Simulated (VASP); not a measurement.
## Sn: single point with PBE

Slab: Sn, a slab with vacuum.

```
Sn
1.0
     4.70646    0.00000    0.00000
    -2.35323    4.07592    0.00000
     0.00000    0.00000   11.85410
Sn
4
Direct
  0.16667 0.33333 0.29526
  0.50000 0.00000 0.37390
  0.50000 0.00000 0.62610
  0.83333 0.66667 0.70474
```

| Property | Result |
| --- | --- |
| Program | VASP 6.6.1 |
| Task | single point |
| Functional | PBE |
| Potentials or basis | VASP PAW PBE potentials, release 64 (Sn_d) |
| Cutoff | 520 eV |
| k mesh | 6 × 6 × 1 |
| Occupations | fermi-dirac, width 0.02 eV |
| Spin | no spin polarisation |

* Largest force: 0.008 eV/Å
* Band gap on the k mesh: zero (band 28 reaches 1.54 eV, above the bottom of band 29 at 1.43 eV)

Forces on the atoms (eV/Å):
```
Sn   0.000  0.000  0.004
Sn   0.000  0.000  0.008
Sn   0.000  0.000 -0.008
Sn   0.000  0.000 -0.004
```

Levels at points of the mesh, in eV from the Fermi level:
| k point | band 25 | band 26 | band 27 | band 28 | band 29 | band 30 | band 31 | band 32 |
| --- | --- | --- | --- | --- | --- | --- | --- | --- |
| (0.00, 0.00, 0.00) | -0.44 | -0.44 | 0.04 | 0.04 | 0.17 | 0.70 | 1.27 | 2.96 |
| (0.50, 0.00, 0.00) | -1.93 | -1.63 | -1.09 | -0.97 | 0.55 | 1.36 | 1.45 | 2.45 |

It took 61 s on 1 thread of Intel Xeon 6975P-C, on a shared host, peak memory 0.33 GiB.

Caveat: spin-orbit coupling is left out, which moves the levels of the heavy elements.
